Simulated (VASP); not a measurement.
Write the native input for VASP 6.6.1 that does the following.

- Task: single point
- Functional: PBE
- Potentials or basis: VASP PAW PBE potentials, release 64 (Te, Mo_sv)
- Cutoff: 520 eV
- k mesh: 10 × 10 × 2
- Occupations: gaussian, width 0.05 eV
- Spin: collinear spin
- Starting moments: [0.0, 0.0, 0.0, 0.0, 0.05, 0.05] μB
- Dipole correction: no
- Further INCAR settings: ALGO = Normal; EDIFF = 1e-06; NBANDS = 39

The structure of Te2Mo lies in POSCAR:

```
Te2Mo
1.0
    3.5576164972      0.0000000000      0.0000000000
   -1.7788082486      3.0809862635      0.0000000000
    0.0000000000      0.0000000000     15.9440552157
Te Mo
4 2
Direct
    0.3333333333      0.6666666667      0.6366198823
    0.6666666667      0.3333333333      0.1366198823
    0.3333333333      0.6666666667      0.8633801177
    0.6666666667      0.3333333333      0.3633801177
    0.3333333333      0.6666666667      0.2500000000
    0.6666666667      0.3333333333      0.7500000000
```

One way to write it, as run:

INCAR

```
SYSTEM = Te2Mo
  PREC = Accurate
  ENCUT = 520
  EDIFF = 1E-6
  ISMEAR = 0
  SIGMA = 0.05
  LREAL = .FALSE.
  LASPH = .TRUE.
  NELM = 150
  ALGO = Normal
  ISIF = 2
  LWAVE = .FALSE.
  LCHARG = .FALSE.
  ISPIN = 2
  MAGMOM = 0 0 0 0 0.05 0.05
  LORBIT = 11
  LMAXMIX = 4
  GGA = PE
  NBANDS = 39
```

KPOINTS

```
regular mesh
0
G
  10 10 2
  0 0 0
```

Potentials or basis: VASP PAW PBE potentials, release 64 (Te, Mo_sv).

Run with:

```sh
$ cat potpaw_PBE.64/Te/POTCAR potpaw_PBE.64/Mo_sv/POTCAR > POTCAR
$ mpirun -np 1 vasp_std > vasp.out
```

It gave:

```
Pressure                                              : -0.1 GPa
Largest force                                         : 0.013 eV/Å
Band gap on the k mesh                                : 1.12 eV (least direct gap 1.20 eV)
Net moment                                            : 0.00 μB per cell
Valence electrons inside the program's atomic spheres : Te 3.41; Mo 12.35
```

Caveat: spin-orbit coupling is left out, which moves the levels of the heavy elements; this functional lacks dispersion, which binds the layers, so the pressure and a relaxed spacing across them are unreliable.

It took 7 min on 1 thread of Intel Xeon 6455B, on a shared host, peak memory 0.53 GiB.
